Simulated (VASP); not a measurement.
A run of VASP 6.6.1 is set up as follows.

INCAR

```
SYSTEM = Cu
PREC = Accurate
ENCUT = 520
EDIFF = 1E-7
ISMEAR = -1
SIGMA = 0.05
LREAL = .FALSE.
LASPH = .TRUE.
NELM = 100
ALGO = Normal
ISIF = 2
LWAVE = .FALSE.
LCHARG = .TRUE.
GGA = PE
LELF = .TRUE.
LVHAR = .TRUE.
NBANDS = 12
```

File KPOINTS:

```
Automatic mesh
0
G
  19 19 19
  0 0 0
```

POSCAR

```
Cu
1.0
    0.0000000000      1.8145933008      1.8145933008
    1.8145933008      0.0000000000      1.8145933008
    1.8145933008      1.8145933008      0.0000000000
Cu
1
Direct
    0.0000000000      0.0000000000      0.0000000000
```

Potentials or basis: VASP PAW PBE potentials, release 64 (Cu).

Command:

```sh
$ cat potpaw_PBE.64/Cu/POTCAR > POTCAR
$ mpirun -np 1 vasp_std > vasp.out
```

Task: Predict the pressure.

Result: 0.5 GPa.
